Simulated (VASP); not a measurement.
# Rb3NaO2 (P-3m1) in VASP: a series of runs

Runs on Rb3NaO2. Level: PBE. Tasks: relaxation of cell and atoms, single point.

All numbers are computed with VASP 6.6.1; they aren't measurements. Logs are shortened: lines on timing, memory, paths and dates and some standing lists are left out, and cuts for length are marked.

### Step 1. The cell of the first run

The structure is trigonal, space group P-3m1 (No. 164). Conventional cell: a = 4.974 Å, b = 4.974 Å, c = 9.731 Å, α = 90.00°, β = 90.00°, γ = 120.00°. Within 3.8 Å of Rb (site symmetry 3m) lie 3 O at 2.87 Å and 3 Na at 3.56 Å. Rb (site symmetry -3m) has 2 O at 2.68 Å within 3.5 Å. Within 2.9 Å of Na (site symmetry -3m) lie 2 O at 2.19 Å. Within 2.9 Å of O (site symmetry 3m) lie 1 Na at 2.19 Å and 4 Rb at 2.68 to 2.87 Å.

The cell was built from a structure type or drawn by symmetry, and may not be a known phase.

### Step 2. Relaxation of cell and atoms, PBE

INCAR reads:

```
  PREC = Accurate
  ENCUT = 600
  EDIFF = 1E-6
  ISMEAR = 0
  SIGMA = 0.1
  LREAL = F
  LASPH = T
  NELM = 80
  ALGO = Normal
  ISIF = 3
  LWAVE = F
  LCHARG = F
  GGA = PE
  IBRION = 2
  NSW = 100
  EDIFFG = -0.01
```

KPOINTS reads:

```
regular mesh
0
Gamma
  6 6 4
```

POSCAR reads:

```
Rb3NaO2
1.0
    4.9744713754      0.0000000000      0.0000000000
   -2.4872356877      4.3080185815      0.0000000000
    0.0000000000      0.0000000000      9.7309684063
Rb Na O
3 1 2
Direct
    0.3333333333      0.6666666667      0.7844481005
    0.6666666667      0.3333333333      0.2155518995
    0.0000000000      0.0000000000      0.5000000000
    0.0000000000      0.0000000000      0.0000000000
    0.0000000000      0.0000000000      0.2250122579
    0.0000000000      0.0000000000      0.7749877421
```

Potentials or basis: VASP PAW PBE potentials, release 64 (Rb_sv, Na_pv, O).

The run is started by

```console
> cat potpaw_PBE.64/Rb_sv/POTCAR potpaw_PBE.64/Na_pv/POTCAR potpaw_PBE.64/O/POTCAR > POTCAR
> mpirun -np 1 vasp_std > vasp.out
```

OUTCAR:

```text
PREC = Accurate
   ENCUT = 600
   EDIFF = 1E-6
   ISMEAR = 0
   LREAL = F
   LASPH = T
   NELM = 80
   ISIF = 3
   GGA = PE
   IBRION = 2
   NSW = 100
   EDIFFG = -0.01

 ion  position               nearest neighbor table
   1  0.333  0.667  0.784-   6 2.87   6 2.87   6 2.87   4 3.56   4 3.56   4 3.56   3 3.99   3 3.99
                             3 3.99   2 5.08   2 5.08   2 5.08
   2  0.667  0.333  0.216-   5 2.87   5 2.87   5 2.87   4 3.56   4 3.56   4 3.56   3 3.99   3 3.99
                             3 3.99   1 5.08   1 5.08   1 5.08
   3  0.000  0.000  0.500-   5 2.68   6 2.68   1 3.99   2 3.99   2 3.99   1 3.99   2 3.99   1 3.99

   4  0.000  0.000  0.000-   5 2.19   6 2.19   1 3.56   2 3.56   2 3.56   1 3.56   2 3.56   1 3.56

   5  0.000  0.000  0.225-   4 2.19   3 2.68   2 2.87   2 2.87   2 2.87
   6  0.000  0.000  0.775-   4 2.19   3 2.68   1 2.87   1 2.87   1 2.87

  LATTYP: Found a hexagonal cell.
 ALAT       =     4.9744713754
 C/A-ratio  =     1.9561814054

  Lattice vectors:

 A1 = (   4.9744713754,   0.0000000000,   0.0000000000)
 A2 = (  -2.4872356877,   4.3080185815,   0.0000000000)
 A3 = (   0.0000000000,   0.0000000000,   9.7309684063)

Analysis of symmetry for initial positions (statically):
=====================================================================
 Subroutine PRICEL returns:
 Original cell was already a primitive cell.

 Routine SETGRP: Setting up the symmetry group for a
 hexagonal supercell.

 Subroutine GETGRP returns: Found 12 space group operations
 (whereof 12 operations were pure point group operations)
 out of a pool of 24 trial point group operations.

The static configuration has the point symmetry D_3d.

Analysis of symmetry for dynamics (positions and initial velocities):
=====================================================================
 Subroutine PRICEL returns:
 Original cell was already a primitive cell.

 Routine SETGRP: Setting up the symmetry group for a
 hexagonal supercell.

 Subroutine GETGRP returns: Found 12 space group operations
 (whereof 12 operations were pure point group operations)
 out of a pool of 24 trial point group operations.

The dynamic configuration has the point symmetry D_3d.

 Subroutine INISYM returns: Found 12 space group operations
 (whereof 12 operations are pure point group operations),
 and found     1 'primitive' translations

----------------------------------------------------------------------------------------

                                     Primitive cell

  volume of cell :     208.5358

  direct lattice vectors                    reciprocal lattice vectors
     4.974471375  0.000000000  0.000000000     0.201026385  0.116062638  0.000000000
    -2.487235688  4.308018581  0.000000000     0.000000000  0.232125275  0.000000000
     0.000000000  0.000000000  9.730968406     0.000000000  0.000000000  0.102764695

  length of vectors
     4.974471375  4.974471375  9.730968406     0.232125275  0.232125275  0.102764695

  position of ions in fractional coordinates (direct lattice)
     0.333333333  0.666666667  0.784448101
     0.666666667  0.333333333  0.215551899
     0.000000000  0.000000000  0.500000000
     0.000000000  0.000000000  0.000000000
     0.000000000  0.000000000  0.225012258
     0.000000000  0.000000000  0.774987742

  ion indices of the primitive-cell ions
   primitive index   ion index
                 1           1
                 2           2
                 3           3
                 4           4
                 5           5
                 6           6

----------------------------------------------------------------------------------------

 KPOINTS: regular mesh

Automatic generation of k-mesh.
 Grid dimensions read from file:
 generate k-points for:    6    6    4

 Generating k-lattice:

  Cartesian coordinates                     Fractional coordinates (reciprocal lattice)
     0.033504398  0.019343773  0.000000000     0.166666667 -0.000000000  0.000000000
     0.000000000  0.038687546  0.000000000     0.000000000  0.166666667  0.000000000
     0.000000000  0.000000000  0.025691174     0.000000000  0.000000000  0.250000000

  Length of vectors
     0.038687546  0.038687546  0.025691174

  Shift w.r.t. Gamma in fractional coordinates (k-lattice)
     0.000000000  0.000000000  0.000000000

 Subroutine IBZKPT returns following result:
 ===========================================

 Found     24 irreducible k-points:

 Following reciprocal coordinates:
            Coordinates               Weight
  0.000000  0.000000  0.000000      1.000000
  0.166667  0.000000  0.000000      6.000000
  0.333333  0.000000  0.000000      6.000000
  0.500000  0.000000  0.000000      3.000000
  0.166667  0.166667  0.000000      6.000000
  0.333333  0.166667  0.000000     12.000000
[... 16 lines left out ...]
  0.333333  0.166667  0.500000     12.000000
  0.333333  0.333333  0.500000      2.000000
   k-points           NKPTS =     24   k-points in BZ     NKDIM =     24   number of bands    NBANDS=     27
   number of dos      NEDOS =    301   number of ions     NIONS =      6
   total plane-waves  NPLWV = 128000
   dimension x,y,z NGX =    40 NGY =   40 NGZ =   80
   dimension x,y,z NGXF=    80 NGYF=   80 NGZF=  160
   ions per type =               3   1   2
   NGX,Y,Z   is equivalent  to a cutoff of  13.37, 13.37, 13.67 a.u.
   NGXF,Y,Z  is equivalent  to a cutoff of  26.74, 26.74, 27.33 a.u.
 SYSTEM =  unknown system
   PREC   = accura    normal or accurate (medium, high low for compatibility)
   ISTART =      0    job   : 0-new  1-cont  2-samecut
   ICHARG =      2    charge: 1-file 2-atom 10-const
   ISPIN  =      1    spin polarized calculation?
   LNONCOLLINEAR =      F non collinear calculations
   LSORBIT =      F    spin-orbit coupling
   LASPH  =      T    aspherical Exc in radial PAW
   ENCUT  =  600.0 eV  44.10 Ry    6.64 a.u.   9.94  9.94 19.44*2*pi/ulx,y,z
   NELM   =     80;   NELMIN=  2; NELMDL= -5     # of ELM steps
   EDIFF  = 0.1E-05   stopping-criterion for ELM
   LREAL  =      F    real-space projection
   EDIFFG = -.1E-01   stopping-criterion for IOM
   NSW    =    100    number of steps for IOM
   IBRION =      2    ionic relax: 0-MD 1-quasi-New 2-CG
   NFREE  =      1    steps in history (QN), initial steepest desc. (CG)
   ISIF   =      3    stress and relaxation
   ISYM   =      2    0-nonsym 1-usesym 2-fastsym
   POTIM  = 0.5000    time-step for ionic-motion
   TEBEG  =    0.0;   TEEND  =   0.0 temperature during run
   PSTRESS=    0.0 pullay stress
   NELECT =      46.0000    total number of electrons
   NUPDOWN=      -1.0000    fix difference up-down
   EMIN   =  10.00;   EMAX   =-10.00  energy-range for DOS
   EFERMI =   0.00;   METHOD = LEGACY
   ISMEAR =     0;   SIGMA  =   0.10  broadening in eV -4-tet -1-fermi 0-gaus
   EFERMI_NEDOS =   21; number of points for ismear=-14 and -15
   IALGO  =     38    algorithm
   IMIX   =      4    mixing-type and parameters
     AMIX     =   0.40;   BMIX     =  1.00
     AMIX_MAG =   1.60;   BMIX_MAG =  1.00
  volume/ion in A,a.u.               =      34.76       234.54
  Fermi-wavevector in a.u.,A,eV,Ry     =   0.989162  1.869244 13.312494  0.978441
  Thomas-Fermi vector in A             =   2.120740
   LORBIT       =      0    0 simple, 1 ext, 2 COOP (PROOUT), +10 PAW based schemes
   GGA     = PE    functional components
   LHFCALC =     F    Hartree Fock is set to
   AEXX    =    0.0000 exact exchange contribution
   IVDW    =     0    specifies the selected vdW correction
   LEPSILON=     F    determine dielectric tensor
   LRPA    =     F    only Hartree local field effects (RPA)
 conjugate gradient relaxation of ions
 non-spin polarized calculation
 Gauss-broadening in eV      SIGMA  =   0.10
  energy-cutoff  :      600.00
  volume of cell :      208.54
 maximum number of plane-waves:      6984
   NGX = 19   NGY = 19   NGZ = 39

--------------------------------------- Ionic step        1  -------------------------------------------

 number of electron      46.0000010 magnetization

 Free energy of the ion-electron system (eV)
  ---------------------------------------------------
  ext. energy  EPLUGINS =         0.00000000
  ---------------------------------------------------
  free energy    TOTEN  =       -18.99756859 eV

  energy without entropy =      -18.99447462  energy(sigma->0) =      -18.99602161

------------------------ aborting loop because EDIFF is reached ----------------------------------------

  FORCE on cell =-STRESS in cart. coord.  units (eV):
  Direction    XX          YY          ZZ          XY          YZ          ZX
  --------------------------------------------------------------------------------------
  -------------------------------------------------------------------------------------
  Total       -0.1336970     -0.1336970     -0.0456286      0.0000000     -0.0000000      0.0000000
  in kB       -1.0271918     -1.0271918     -0.3505638      0.0000000     -0.0000000      0.0000000
  external PRESSURE =      -0.8016492 kB  Pullay stress =       0.0000000 kB
[... 265 lines left out ...]
  energy  without entropy=      -18.9957085190  energy(sigma->0) =      -18.99722493

--------------------------------------- Ionic step        8  -------------------------------------------

 number of electron      46.0000010 magnetization

 Free energy of the ion-electron system (eV)
  ---------------------------------------------------
  ext. energy  EPLUGINS =         0.00000000
  ---------------------------------------------------
  free energy    TOTEN  =       -18.99882171 eV

  energy without entropy =      -18.99581140  energy(sigma->0) =      -18.99731656

 E-fermi :   0.0535     XC(G=0):  -6.6883

 val. band max:       -0.0646751771   @ k =   0.0000   0.0000   0.0000
 cond. band min:       0.1699944943   @ k =   0.0000   0.0000   0.2500
 fundamental gap:      0.2346696713
 Fermi energy:         0.0535274318

 k-point     1 :       0.0000    0.0000    0.0000
  band No.  band energies     occupation
      1     -27.3392      2.00000
      2     -26.5144      2.00000
      3     -26.5138      2.00000
      4     -23.0378      2.00000
      5     -23.0378      2.00000
      6     -22.7385      2.00000
[... 742 lines left out ...]
  FREE ENERGIE OF THE ION-ELECTRON SYSTEM (eV)
  ---------------------------------------------------
  free  energy   TOTEN  =       -18.9988217146 eV

  energy  without entropy=      -18.9958113996  energy(sigma->0) =      -18.99731656

 reached required accuracy - stopping structural energy minimisation
```

Wall time 20 min (1 thread of Intel Xeon 8259CL, shared host); peak memory 0.47 GiB.

What came out:

```
Free energy                           : -18.9988 eV
Relaxed volume                        : 34.48 Å³/atom
Relaxed cell                          : a = 4.956 Å, b = 4.956 Å, c = 9.726 Å, α = 90.00°, β = 90.00°, γ = 120.00°
Space group after relaxing (to 0.1 Å) : P-3m1 (No. 164)
Energy gained by relaxing             : 0.2 meV/atom
Ionic steps                           : 8
Pressure after relaxing               : 0.0 GPa
Largest force after relaxing          : 0.007 eV/Å
```

Forces in eV/Å, atoms in the order of the input:
```
Rb   0.000  0.000  0.007
Rb   0.000  0.000 -0.007
Rb   0.000  0.000  0.000
Na   0.000  0.000  0.000
O    0.000  0.000  0.000
O    0.000  0.000  0.000
```

Step by step:
```
step  energy change (eV)  largest force (eV/Å)  pressure (GPa)  volume (Å³)
   1              0.0000                0.0418           -0.08       208.54
   2             -0.0005                0.0276           -0.06       208.01
   3             -0.0009                0.0163            0.03       206.44
   4             -0.0010                0.0174            0.01       206.78
   5             -0.0010                0.0152            0.00       206.83
   6             -0.0011                0.0098           -0.01       206.96
   7             -0.0012                0.0097            0.00       206.94
   8             -0.0013                0.0066            0.00       206.90
```

Final structure:
```xyz
6
Lattice="4.9561 0.0000 0.0000 -2.4781 4.2921 0.0000 0.0000 0.0000 9.7260" Properties=species:S:1:pos:R:3 pbc="T T T"
Rb    0.0000    2.8614    7.6442
Rb    2.4781    1.4307    2.0818
Rb    2.4781    4.2921    4.8630
Na    2.4781    4.2921    0.0000
O     0.0000    0.0000    2.1929
O     4.9561    0.0000    7.5331
```

Levels at points of the mesh, in eV from the Fermi level:
```csv
k point,band 19,band 20,band 21,band 22,band 23,band 24,band 25,band 26,band 27
"(0.00, 0.00, 0.00)",-0.47,-0.47,-0.42,-0.42,-0.15,-0.12,1.68,3.20,4.21
"(0.50, 0.00, 0.00)",-0.68,-0.64,-0.21,-0.17,-0.16,1.91,2.34,2.93,3.06
"(0.00, 0.00, 0.50)",-0.69,-0.49,-0.49,-0.40,-0.40,0.28,1.12,4.16,4.23
"(0.50, 0.00, 0.50)",-0.71,-0.62,-0.53,-0.23,-0.14,1.88,2.45,2.75,3.23
```

### Step 3. Single point, PBE, collinear spin, ferromagnetic start

INCAR reads:

```
  ALGO = Normal
  EDIFF = 1E-6
  ENCUT = 520
  GGA = PE
  ISIF = 2
  ISMEAR = 0
  ISPIN = 2
  LASPH = True
  LCHARG = False
  LORBIT = 11
  LREAL = False
  LWAVE = False
  MAGMOM = 0 0 0 0 1 1
  NBANDS = 36
  NELM = 150
  PREC = Accurate
  SIGMA = 0.1
```

KPOINTS reads:

```
k-points
0
Gamma
  6 6 2
```

POSCAR is that of step 2.

Potentials or basis: VASP PAW PBE potentials, release 64 (Rb_sv, Na_pv, O).

The run is started by

```console
> cat potpaw_PBE.64/Rb_sv/POTCAR potpaw_PBE.64/Na_pv/POTCAR potpaw_PBE.64/O/POTCAR > POTCAR
> mpirun -np 1 vasp_std > vasp.out
```

OUTCAR:

```text
EDIFF = 1E-6
   ENCUT = 520
   GGA = PE
   ISIF = 2
   ISMEAR = 0
   ISPIN = 2
   LASPH = True
   LORBIT = 11
   LREAL = False
   NELM = 150
   PREC = Accurate

 ion  position               nearest neighbor table
   1  0.333  0.667  0.784-   6 2.87   6 2.87   6 2.87   4 3.56   4 3.56   4 3.56   3 3.99   3 3.99
                             3 3.99   2 5.08   2 5.08   2 5.08
   2  0.667  0.333  0.216-   5 2.87   5 2.87   5 2.87   4 3.56   4 3.56   4 3.56   3 3.99   3 3.99
                             3 3.99   1 5.08   1 5.08   1 5.08
   3  0.000  0.000  0.500-   5 2.68   6 2.68   1 3.99   2 3.99   2 3.99   1 3.99   2 3.99   1 3.99

   4  0.000  0.000  0.000-   5 2.19   6 2.19   1 3.56   2 3.56   2 3.56   1 3.56   2 3.56   1 3.56

   5  0.000  0.000  0.225-   4 2.19   3 2.68   2 2.87   2 2.87   2 2.87
   6  0.000  0.000  0.775-   4 2.19   3 2.68   1 2.87   1 2.87   1 2.87

  LATTYP: Found a hexagonal cell.
[... 1296 lines left out ...]
      2.48724      1.43601      2.09753        -0.000000      0.000000     -0.027557
      0.00000      0.00000      4.86548         0.000000      0.000000      0.000000
      0.00000      0.00000      0.00000         0.000000      0.000000      0.000000
      0.00000      0.00000      2.18959         0.000000     -0.000000      0.038436
      0.00000      0.00000      7.54138         0.000000     -0.000000     -0.038436
 -----------------------------------------------------------------------------------
    total drift:                               -0.000000      0.000000      0.000000

  FREE ENERGIE OF THE ION-ELECTRON SYSTEM (eV)
  ---------------------------------------------------
  free  energy   TOTEN  =       -18.9915273392 eV

  energy  without entropy=      -18.9866884236  energy(sigma->0) =      -18.98910788

 total charge

# of ion       s       p       d       tot
------------------------------------------
    1        1.949   5.333   0.040   7.323
    2        1.949   5.333   0.040   7.323
    3        1.949   5.335   0.046   7.330
    4        0.094   6.001   0.000   6.095
    5        1.561   3.309   0.000   4.870
    6        1.561   3.309   0.000   4.870
--------------------------------------------------
tot          9.064  28.620   0.127  37.811

 magnetization (x)

# of ion       s       p       d       tot
------------------------------------------
    1        0.000   0.000   0.000   0.000
    2        0.000   0.000   0.000   0.000
    3        0.000   0.000   0.000   0.000
    4       -0.000  -0.000   0.000  -0.000
    5        0.000  -0.000   0.000  -0.000
    6        0.000  -0.000   0.000  -0.000
--------------------------------------------------
tot          0.000  -0.000   0.000  -0.000
```

stdout:

```text
POSCAR found type information on POSCAR RbNaO
 POSCAR found :  3 types and       6 ions
 scaLAPACK will be used
 LDA part: xc-table for (Slater+PW92), standard interpolation
 POSCAR, INCAR and KPOINTS ok, starting setup
 FFT: planning ... GRIDC
 FFT: planning ... GRID_SOFT
 FFT: planning ... GRID
 WAVECAR not read
 entering main loop
```

Wall time 7.5 min (1 thread of Intel Xeon 8259CL, shared host); peak memory 0.5 GiB.

Results:

```yaml
Free_energy: -18.9915 eV
Pressure: -0.1 GPa
Largest_force: 0.038 eV/Å
Net_moment: 0.00 μB per cell
Valence_electrons_inside_the_program's_atomic_spheres: Rb 7.32, 7.33 (each value once); Na 6.09; O 4.87
```

Forces in eV/Å, atoms in the order of the input:
```
Rb   0.000  0.000  0.028
Rb   0.000  0.000 -0.028
Rb   0.000  0.000  0.000
Na   0.000  0.000  0.000
O    0.000  0.000  0.038
O    0.000  0.000 -0.038
```

Levels at points of the mesh, in eV from the Fermi level:
Spin up:
```tsv
k point	band 19	band 20	band 21	band 22	band 23	band 24	band 25	band 26	band 27	band 28
(0.00, 0.00, 0.00)	-0.46	-0.46	-0.41	-0.41	-0.16	-0.11	1.69	3.18	4.18	4.18
(0.50, 0.00, 0.00)	-0.67	-0.63	-0.21	-0.16	-0.16	1.89	2.32	2.92	3.08	4.22
(0.00, 0.00, 0.50)	-0.69	-0.48	-0.48	-0.39	-0.39	0.27	1.13	4.15	4.20	4.20
(0.50, 0.00, 0.50)	-0.70	-0.60	-0.53	-0.23	-0.14	1.86	2.42	2.75	3.23	4.26
```
Spin down:
| k point | band 19 | band 20 | band 21 | band 22 | band 23 | band 24 | band 25 | band 26 | band 27 | band 28 |
| --- | --- | --- | --- | --- | --- | --- | --- | --- | --- | --- |
| (0.00, 0.00, 0.00) | -0.46 | -0.46 | -0.41 | -0.41 | -0.16 | -0.11 | 1.69 | 3.18 | 4.18 | 4.18 |
| (0.50, 0.00, 0.00) | -0.67 | -0.63 | -0.21 | -0.16 | -0.16 | 1.89 | 2.32 | 2.92 | 3.08 | 4.22 |
| (0.00, 0.00, 0.50) | -0.69 | -0.48 | -0.48 | -0.39 | -0.39 | 0.27 | 1.13 | 4.15 | 4.20 | 4.20 |
| (0.50, 0.00, 0.50) | -0.70 | -0.60 | -0.53 | -0.23 | -0.14 | 1.86 | 2.42 | 2.75 | 3.23 | 4.26 |
